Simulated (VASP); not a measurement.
# C (Im-3m) in VASP: notebook

Runs on C. Level: PBE. Tasks: single point, relaxation of cell and atoms.

Program: VASP 6.6.1. These are calculated values, not measurements. Logs are shortened: lines on timing, memory, paths and dates and some standing lists are left out, and cuts for length are marked.

### 1 The cell of the first run

The structure is cubic, space group Im-3m (No. 229). The conventional cell has a = 1.936 Å, b = 1.936 Å, c = 1.936 Å, α = 90.00°, β = 90.00°, γ = 90.00°. Within 2.2 Å of C (site symmetry m-3m) lie 14 C at 1.68 to 1.94 Å.

### 2 Single point, PBE

File INCAR:

```
SYSTEM = C
PREC = Accurate ; ENCUT = 520
EDIFF = 1E-6 ; ISMEAR = -1
SIGMA = 0.05 ; LREAL = .FALSE.
LASPH = .TRUE. ; NELM = 80
ALGO = Normal ; ISIF = 2
LWAVE = .FALSE. ; LCHARG = .FALSE.
GGA = PE ; NBANDS = 8
```

File KPOINTS:

```
Automatic mesh
0
G
  29 29 29
  0 0 0
```

File POSCAR:

```
C
1.0
   -0.9681163593      0.9681163593      0.9681163593
    0.9681163593     -0.9681163593      0.9681163593
    0.9681163593      0.9681163593     -0.9681163593
C
1
Direct
    0.0000000000      0.0000000000      0.0000000000
```

Potentials or basis: VASP PAW PBE potentials, release 64 (C).

Started as:

```
$ cat potpaw_PBE.64/C/POTCAR > POTCAR
$ mpirun -np 1 vasp_std > vasp.out
```

OUTCAR:

```text
SYSTEM = C
   PREC = Accurate
   ENCUT = 520
   EDIFF = 1E-6
   ISMEAR = -1
   LREAL = .FALSE.
   LASPH = .TRUE.
   NELM = 80
   ISIF = 2
   GGA = PE

 ion  position               nearest neighbor table
   1  0.000  0.000  0.000-

  LATTYP: Found a body centered cubic cell.
 ALAT       =     1.9362327186

  Lattice vectors:

 A1 = (  -0.9681163593,   0.9681163593,   0.9681163593)
 A2 = (   0.9681163593,  -0.9681163593,   0.9681163593)
 A3 = (   0.9681163593,   0.9681163593,  -0.9681163593)

Analysis of symmetry for initial positions (statically):
=====================================================================
 Subroutine PRICEL returns:
 Original cell was already a primitive cell.

 Routine SETGRP: Setting up the symmetry group for a
 body centered cubic supercell.

 Subroutine GETGRP returns: Found 48 space group operations
 (whereof 48 operations were pure point group operations)
 out of a pool of 48 trial point group operations.

The static configuration has the point symmetry O_h .

Analysis of symmetry for dynamics (positions and initial velocities):
=====================================================================
 Subroutine PRICEL returns:
 Original cell was already a primitive cell.

 Routine SETGRP: Setting up the symmetry group for a
 body centered cubic supercell.

 Subroutine GETGRP returns: Found 48 space group operations
 (whereof 48 operations were pure point group operations)
 out of a pool of 48 trial point group operations.

The dynamic configuration has the point symmetry O_h .

 Subroutine INISYM returns: Found 48 space group operations
 (whereof 48 operations are pure point group operations),
 and found     1 'primitive' translations

----------------------------------------------------------------------------------------

                                     Primitive cell

  volume of cell :       3.6295

  direct lattice vectors                    reciprocal lattice vectors
    -0.968116359  0.968116359  0.968116359     0.000000000  0.516466843  0.516466843
     0.968116359 -0.968116359  0.968116359     0.516466843  0.000000000  0.516466843
     0.968116359  0.968116359 -0.968116359     0.516466843  0.516466843  0.000000000

  length of vectors
     1.676826722  1.676826722  1.676826722     0.730394414  0.730394414  0.730394414

  position of ions in fractional coordinates (direct lattice)
     0.000000000  0.000000000  0.000000000

  ion indices of the primitive-cell ions
   primitive index   ion index
                 1           1

----------------------------------------------------------------------------------------

 KPOINTS: Automatic mesh

Automatic generation of k-mesh.
 Grid dimensions read from file:
 generate k-points for:   29   29   29

 Generating k-lattice:

  Cartesian coordinates                     Fractional coordinates (reciprocal lattice)
     0.000000000  0.017809201  0.017809201     0.034482759  0.000000000  0.000000000
     0.017809201  0.000000000  0.017809201     0.000000000  0.034482759  0.000000000
     0.017809201  0.017809201  0.000000000     0.000000000  0.000000000  0.034482759

  Length of vectors
     0.025186014  0.025186014  0.025186014

  Shift w.r.t. Gamma in fractional coordinates (k-lattice)
     0.000000000  0.000000000  0.000000000

 Subroutine IBZKPT returns following result:
 ===========================================

 Found    680 irreducible k-points:

 Following reciprocal coordinates:
            Coordinates               Weight
  0.000000  0.000000  0.000000      1.000000
  0.034483  0.000000  0.000000     12.000000
  0.068966  0.000000  0.000000     12.000000
  0.103448  0.000000  0.000000     12.000000
  0.137931  0.000000  0.000000     12.000000
  0.172414  0.000000  0.000000     12.000000
[... 16 lines left out ...]
  0.275862  0.034483  0.000000     48.000000
  0.310345  0.034483  0.000000     48.000000
 [... further k-points ...]
   k-points           NKPTS =    680   k-points in BZ     NKDIM =    680   number of bands    NBANDS=      8
   number of dos      NEDOS =    301   number of ions     NIONS =      1
   total plane-waves  NPLWV =   1728
   dimension x,y,z NGX =    12 NGY =   12 NGZ =   12
   dimension x,y,z NGXF=    24 NGYF=   24 NGZF=   24
   ions per type =               1
   NGX,Y,Z   is equivalent  to a cutoff of  11.90, 11.90, 11.90 a.u.
   NGXF,Y,Z  is equivalent  to a cutoff of  23.79, 23.79, 23.79 a.u.
 SYSTEM =  C
   PREC   = accura    normal or accurate (medium, high low for compatibility)
   ISTART =      0    job   : 0-new  1-cont  2-samecut
   ICHARG =      2    charge: 1-file 2-atom 10-const
   ISPIN  =      1    spin polarized calculation?
   LNONCOLLINEAR =      F non collinear calculations
   LSORBIT =      F    spin-orbit coupling
   LASPH  =      T    aspherical Exc in radial PAW
   ENCUT  =  520.0 eV  38.22 Ry    6.18 a.u.   3.12  3.12  3.12*2*pi/ulx,y,z
   NELM   =     80;   NELMIN=  2; NELMDL= -5     # of ELM steps
   EDIFF  = 0.1E-05   stopping-criterion for ELM
   LREAL  =      F    real-space projection
   EDIFFG = 0.1E-04   stopping-criterion for IOM
   NSW    =      0    number of steps for IOM
   IBRION =     -1    ionic relax: 0-MD 1-quasi-New 2-CG
   NFREE  =      0    steps in history (QN), initial steepest desc. (CG)
   ISIF   =      2    stress and relaxation
   ISYM   =      2    0-nonsym 1-usesym 2-fastsym
   POTIM  = 0.5000    time-step for ionic-motion
   TEBEG  =    0.0;   TEEND  =   0.0 temperature during run
   PSTRESS=    0.0 pullay stress
   NELECT =       4.0000    total number of electrons
   NUPDOWN=      -1.0000    fix difference up-down
   EMIN   =  10.00;   EMAX   =-10.00  energy-range for DOS
   EFERMI =   0.00;   METHOD = LEGACY
   ISMEAR =    -1;   SIGMA  =   0.05  broadening in eV -4-tet -1-fermi 0-gaus
   EFERMI_NEDOS =   21; number of points for ismear=-14 and -15
   IALGO  =     38    algorithm
   IMIX   =      4    mixing-type and parameters
     AMIX     =   0.40;   BMIX     =  1.00
     AMIX_MAG =   1.60;   BMIX_MAG =  1.00
  volume/ion in A,a.u.               =       3.63        24.49
  Fermi-wavevector in a.u.,A,eV,Ry     =   1.691014  3.195554 38.906257  2.859529
  Thomas-Fermi vector in A             =   2.772857
   LORBIT       =      0    0 simple, 1 ext, 2 COOP (PROOUT), +10 PAW based schemes
   GGA     = PE    functional components
[... 5 lines left out ...]
 non-spin polarized calculation
  energy-cutoff  :      520.00
  volume of cell :        3.63
 maximum number of plane-waves:       104
   NGX =  7   NGY =  7   NGZ =  7

 number of electron       4.0000001 magnetization

 Free energy of the ion-electron system (eV)
  ---------------------------------------------------
  ext. energy  EPLUGINS =         0.00000000
  ---------------------------------------------------
  free energy    TOTEN  =        -2.66403911 eV

  energy without entropy =       -2.66191996  energy(sigma->0) =       -2.66297953

 E-fermi :  19.4762     XC(G=0): -16.2774

 val. band max:       19.4702296686   @ k =   0.2414   0.1034   0.0690
 cond. band min:      19.4832958472   @ k =  -0.4138   0.4138   0.2759
 fundamental gap:      0.0130661786
 Fermi energy:        19.4762074766

 k-point     1 :       0.0000    0.0000    0.0000
  band No.  band energies     occupation
      1     -10.7570      2.00000
      2      35.7074      0.00000
      3      35.7074      0.00000
      4      35.7074      0.00000
      5      64.2458      0.00000
      6      64.2458      0.00000
      7      64.2458      0.00000
      8      69.9513      0.00000

 k-point     2 :       0.0345    0.0000    0.0000
  band No.  band energies     occupation
      1     -10.6806      2.00000
      2      35.4878      0.00000
      3      35.5389      0.00000
      4      35.6686      0.00000
      5      63.4849      0.00000
      6      63.5702      0.00000
      7      64.5935      0.00000
      8      68.2110      0.00000

 k-point     3 :       0.0690    0.0000    0.0000
  band No.  band energies     occupation
      1     -10.4516      2.00000
      2      34.8234      0.00000
      3      35.0598      0.00000
      4      35.5535      0.00000
      5      61.4622      0.00000
      6      61.8159      0.00000
      7      65.6100      0.00000
      8      67.5564      0.00000

 k-point     4 :       0.1034    0.0000    0.0000
  band No.  band energies     occupation
      1     -10.0701      2.00000
      2      33.7051      0.00000
      3      34.3369      0.00000
      4      35.3655      0.00000
      5      58.9552      0.00000
      6      59.9116      0.00000
      7      66.7311      0.00000
      8      67.2274      0.00000

 k-point     5 :       0.1379    0.0000    0.0000
  band No.  band energies     occupation
      1      -9.5373      2.00000
      2      32.1308      0.00000
      3      33.4514      0.00000
      4      35.1096      0.00000
      5      56.7518      0.00000
      6      58.0264      0.00000
      7      65.9901      0.00000
      8      68.9338      0.00000

 k-point     6 :       0.1724    0.0000    0.0000
  band No.  band energies     occupation
      1      -8.8522      2.00000
      2      30.1609      0.00000
      3      32.4845      0.00000
      4      34.7995      0.00000
      5      55.0176      0.00000
      6      56.2517      0.00000
      7      65.5668      0.00000
      8      70.1938      0.00000

 k-point     7 :       0.2069    0.0000    0.0000
  band No.  band energies     occupation
      1      -8.0168      2.00000
      2      27.8680      0.00000
      3      31.4950      0.00000
      4      34.4472      0.00000
      5      53.7433      0.00000
      6      54.6236      0.00000
      7      65.4572      0.00000
      8      71.6980      0.00000

 k-point     8 :       0.2414    0.0000    0.0000
  band No.  band energies     occupation
      1      -7.0320      2.00000
      2      25.3539      0.00000
      3      30.5401      0.00000
      4      34.0710      0.00000
      5      52.8696      0.00000
      6      53.1603      0.00000
      7      65.6467      0.00000
      8      73.3689      0.00000

 k-point     9 :       0.2759    0.0000    0.0000
  band No.  band energies     occupation
      1      -5.9011      2.00000
      2      22.7167      0.00000
      3      29.6517      0.00000
      4      33.6894      0.00000
      5      51.8706      0.00000
      6      52.3118      0.00000
      7      66.1118      0.00000
      8      75.0317      0.00000

 k-point    10 :       0.3103    0.0000    0.0000
  band No.  band energies     occupation
      1      -4.6295      2.00000
      2      20.0411      0.00002
      3      28.8538      0.00000
      4      33.3168      0.00000
      5      50.7596      0.00000
      6      51.9908      0.00000
      7      66.8175      0.00000
      8      76.0731      0.00000
[... 78 lines left out ...]
 k-point    18 :       0.1034    0.0345    0.0000
  band No.  band energies     occupation
      1      -9.7656      2.00000
      2      32.8659      0.00000
      3      33.8459      0.00000
      4      35.1019      0.00000
      5      57.6457      0.00000
      6      58.7339      0.00000
      7      65.8641      0.00000
      8      68.3106      0.00000

 k-point    19 :       0.1379    0.0345    0.0000
  band No.  band energies     occupation
      1      -9.1566      2.00000
      2      31.1533      0.00000
      3      32.8542      0.00000
      4      34.7996      0.00000
      5      55.7394      0.00000
      6      57.0193      0.00000
      7      65.5613      0.00000
      8      69.8344      0.00000

 k-point    20 :       0.1724    0.0345    0.0000
  band No.  band energies     occupation
      1      -8.3961      2.00000
      2      29.0494      0.00000
      3      31.8361      0.00000
      4      34.4476      0.00000
      5      54.2899      0.00000
      6      55.4263      0.00000
      7      65.4077      0.00000
      8      71.1949      0.00000

 k-point    21 :       0.2069    0.0345    0.0000
  band No.  band energies     occupation
      1      -7.4857      2.00000
      2      26.6543      0.00000
      3      30.8411      0.00000
      4      34.0599      0.00000
      5      53.2636      0.00000
      6      53.9750      0.00000
      7      65.4893      0.00000
      8      72.7711      0.00000

 k-point    22 :       0.2414    0.0345    0.0000
  band No.  band energies     occupation
      1      -6.4275      2.00000
      2      24.0778      0.00000
      3      29.9059      0.00000
      4      33.6581      0.00000
      5      52.5869      0.00000
      6      52.6781      0.00000
      7      65.8280      0.00000
      8      74.4869      0.00000

 k-point    23 :       0.2759    0.0345    0.0000
  band No.  band energies     occupation
      1      -5.2252      2.00000
      2      21.4174      0.00000
      3      29.0573      0.00000
      4      33.2612      0.00000
      5      51.5420      0.00000
      6      52.1834      0.00000
      7      66.4131      0.00000
      8      75.9721      0.00000

 k-point    24 :       0.3103    0.0345    0.0000
  band No.  band energies     occupation
      1      -3.8857      2.00000
      2      18.7526      2.00000
      3      28.3130      0.00000
      4      32.8865      0.00000
      5      50.5740      0.00000
      6      51.9773      0.00000
      7      67.2124      0.00000
      8      76.1781      0.00000

 [... further k-points ...]
[... 5 lines left out ...]
  --------------------------------------------------------------------------------------
  -------------------------------------------------------------------------------------
  Total        8.6218712      8.6218712      8.6218712      0.0000000      0.0000000      0.0000000
  in kB     3806.0057789   3806.0057789   3806.0057789      0.0000000      0.0000000      0.0000000
  external PRESSURE =    3806.0057789 kB  Pullay stress =       0.0000000 kB

 VOLUME and BASIS-vectors are now :
 -----------------------------------------------------------------------------
  energy-cutoff  :      520.00
  volume of cell :        3.63
      direct lattice vectors                 reciprocal lattice vectors
    -0.968116359  0.968116359  0.968116359     0.000000000  0.516466843  0.516466843
     0.968116359 -0.968116359  0.968116359     0.516466843  0.000000000  0.516466843
     0.968116359  0.968116359 -0.968116359     0.516466843  0.516466843  0.000000000

 POSITION                                       TOTAL-FORCE (eV/Angst)
 -----------------------------------------------------------------------------------
      0.00000      0.00000      0.00000        -0.000000      0.000000     -0.000000
 -----------------------------------------------------------------------------------
    total drift:                               -0.000000     -0.000000      0.000000

  FREE ENERGIE OF THE ION-ELECTRON SYSTEM (eV)
  ---------------------------------------------------
  free  energy   TOTEN  =        -2.6640391075 eV

  energy  without entropy=       -2.6619199620  energy(sigma->0) =       -2.66297953
```

It took 7.6 s on 1 thread of Intel Xeon Platinum 8259CL at 2.50GHz (Skylake/Cascade Lake), shared host; peak memory 0.12 GiB.

What came out:

```
Free energy            : -2.6640 eV
Pressure               : 380.6 GPa
Band gap on the k mesh : zero (band 2 reaches 35.71 eV, above the bottom of band 3 at 12.69 eV)
```

### 3 Single point, PBE

File INCAR:

```
SYSTEM = C
PREC = Accurate
ENCUT = 520
EDIFF = 1E-7
ISMEAR = -1
SIGMA = 0.05
LREAL = .False.
LASPH = .True.
NELM = 80
ALGO = Normal
ISIF = 2
LWAVE = .False.
LCHARG = .False.
GGA = PE
NBANDS = 8
```

File KPOINTS:

```
regular mesh
0
Gamma
  29 29 29
  0 0 0
```

File POSCAR:

```
C
1.0
   -0.9680722400      0.9680722400      0.9680722400
    0.9680722400     -0.9680722400      0.9680722400
    0.9680722400      0.9680722400     -0.9680722400
C
1
Direct
    0.0000000000      0.0000000000      0.0000000000
```

Potentials or basis: VASP PAW PBE potentials, release 64 (C).

Started as:

```
$ cat potpaw_PBE.64/C/POTCAR > POTCAR
$ mpirun -np 1 vasp_std > vasp.out
```

Run time: 7.7 s. Hardware: 1 thread of Intel Xeon Platinum 8259CL at 2.50GHz (Skylake/Cascade Lake), shared host; peak memory 0.11 GiB.

Results (log left out):

* Free energy: -2.6629 eV
* Pressure: 380.8 GPa
* Band gap on the k mesh: zero (band 2 reaches 35.71 eV, above the bottom of band 3 at 12.69 eV)

Levels at points of the mesh, in eV from the Fermi level:
| k point | band 1 | band 2 | band 3 | band 4 | band 5 |
| --- | --- | --- | --- | --- | --- |
| (0.00, 0.00, 0.00) | -30.24 | 16.23 | 16.23 | 16.23 | 44.77 |

(Part 1 of 2 ends here.)
